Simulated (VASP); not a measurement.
W: single point with PBEsol

Crystal: W.

```
CELL_PARAMETERS angstrom
-1.59730 1.64218 1.64218
1.59730 -1.55242 1.55242
1.59730 1.55242 -1.55242
ATOMIC_POSITIONS crystal
W 0.00000 0.00000 0.00000
```

This cell differs from its parent crystal: strain +0.0562 x Voigt [0, 0, 0, 1, 0, 0].

```
Program             : VASP 6.6.1
Task                : single point
Functional          : PBEsol
Potentials or basis : VASP PAW PBE potentials, release 64 (W_sv)
Cutoff              : 520 eV
k mesh              : 20 × 20 × 20
Occupations         : gaussian, width 0.15 eV
Spin                : no spin polarisation
```

- Pressure: -10.2 GPa
- Band gap on the k mesh: zero (bands 7 and 8 overlap by 5.44 eV)

Stress tensor (GPa, compression positive):
```
 -9.97   0.00   0.00
  0.00 -10.33  -7.74
  0.00  -7.74 -10.33
```

Levels at points of the mesh, in eV from the Fermi level:
```tsv
k point	band 5	band 6	band 7	band 8	band 9	band 10
(0.00, 0.00, 0.00)	-9.53	-1.70	-1.32	-0.74	2.16	2.26
(0.50, 0.00, 0.00)	-6.21	-3.64	0.14	2.42	3.39	5.54
(0.00, 0.50, 0.00)	-6.14	-3.50	0.58	2.05	2.96	5.81
(0.00, 0.50, 0.50)	-6.10	-3.35	1.05	1.69	2.50	6.30
(0.50, 0.50, 0.50)	-5.69	-5.65	4.34	4.89	5.57	7.73
```

Run time: 54 s on 1 thread of Intel(R) Xeon(R) 6975P-C (Granite Rapids), with other jobs on the host, peak memory 0.32 GiB.

Caveat: the cell differs from its parent crystal (strain +0.0562 x Voigt [0, 0, 0, 1, 0, 0]); the cell stands under tension; the PAW data sets were made with another functional, which shifts forces and pressure a little; spin-orbit coupling is left out, which moves the levels of the heavy elements.
